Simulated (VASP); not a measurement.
**KBr: single point with r2SCAN**

The system is KBr.

```xyz
4
Lattice="5.7035 0.0000 0.0000 -2.8518 4.8654 0.0000 0.0000 0.0000 6.5536" Properties=species:S:1:pos:R:3 pbc="T T T"
K     0.0000    3.2328    1.6384
K     2.8518    1.6327    4.9152
Br    2.8518    1.6346    1.6384
Br    0.0000    3.2309    4.9152
```

This cell differs from its parent crystal: uniaxial x strain +1.5%.

```
Program                : VASP 6.6.1
Task                   : single point
Functional             : r2SCAN
Potentials or basis    : VASP PAW PBE potentials, release 64 (K_sv, Br)
Cutoff                 : 520 eV
k mesh                 : 6 × 6 × 4
Occupations            : gaussian, width 0.01 eV
Spin                   : no spin polarisation
Dipole correction      : no
Further INCAR settings : ALGO = Normal; EDIFF = 1e-07; NBANDS = 24
```

| Property | Result |
| --- | --- |
| Pressure | -0.2 GPa |
| Band gap on the k mesh | 4.75 eV, direct |

Stress tensor (GPa, compression positive):
```
-0.22  0.00  0.00
 0.00 -0.19  0.00
 0.00  0.00 -0.04
```

Levels at points of the mesh, in eV from the valence-band top:
| k point | band 14 | band 15 | band 16 | band 17 | band 18 | band 19 |
| --- | --- | --- | --- | --- | --- | --- |
| (0.00, 0.00, 0.00) | -0.28 | -0.27 | 0.00 | 4.75 | 7.81 | 8.04 |
| (0.50, 0.00, 0.00) | -0.44 | -0.24 | -0.14 | 6.43 | 7.13 | 7.23 |
| (0.00, 0.50, 0.00) | -0.42 | -0.24 | -0.15 | 6.46 | 7.15 | 7.19 |
| (0.00, 0.00, 0.50) | -0.39 | -0.39 | -0.39 | 6.01 | 6.01 | 8.97 |
| (0.50, 0.00, 0.50) | -0.35 | -0.26 | -0.26 | 6.74 | 6.74 | 8.52 |
| (0.00, 0.50, 0.50) | -0.35 | -0.27 | -0.27 | 6.76 | 6.76 | 8.58 |

It took 8.9 min on 1 thread of AMD EPYC 9R45 96-Core Processor (Zen 5), on a shared host, peak memory 0.37 GiB.

Caveat: the cell differs from its parent crystal (uniaxial x strain +1.5%); the PAW data sets were made with another functional, which shifts forces and pressure a little. A k mesh can miss the band edges.
